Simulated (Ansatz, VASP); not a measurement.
# One calculation of TiTe2, two programs

```
Ti Te
1.0
     0.00000    3.44286    3.44286
     3.44286    0.00000    3.44286
     3.44286    3.44286    0.00000
Ti Te
1 2
Direct
  0.00000 0.00000 0.00000
  0.25000 0.25000 0.25000
  0.75000 0.75000 0.75000
```

Alike in both runs: task single point; functional LDA; k mesh 10 × 10 × 10; occupations gaussian, width 0.05 eV; no spin polarisation.

|  | VASP | Ansatz |
| --- | --- | --- |
| version | VASP 6.6.1 | Ansatz 0.2.0 |
| potentials or method | VASP PAW LDA potentials, release 64 (Ti_sv, Te), cutoff 500 eV | scalar-relativistic, plane waves, PAW |
| valence electrons in the cell | 24 | 44 |

```tsv
	VASP	Ansatz	Ansatz less VASP
gap on the k mesh at the Fermi level (eV)	none	none	-
pressure (GPa)	-4.6	-4.7	-0.12
```

LDA's correlation is that of Perdew and Zunger in VASP and of Perdew and Wang (1992) in Ansatz. A gap of «none» marks a metal or a gap that the smearing closes. VASP's potentials hold 24 valence electrons a cell and Ansatz's 44, so a difference there can come from the potentials and not from the codes.

Spin-orbit coupling is off throughout.
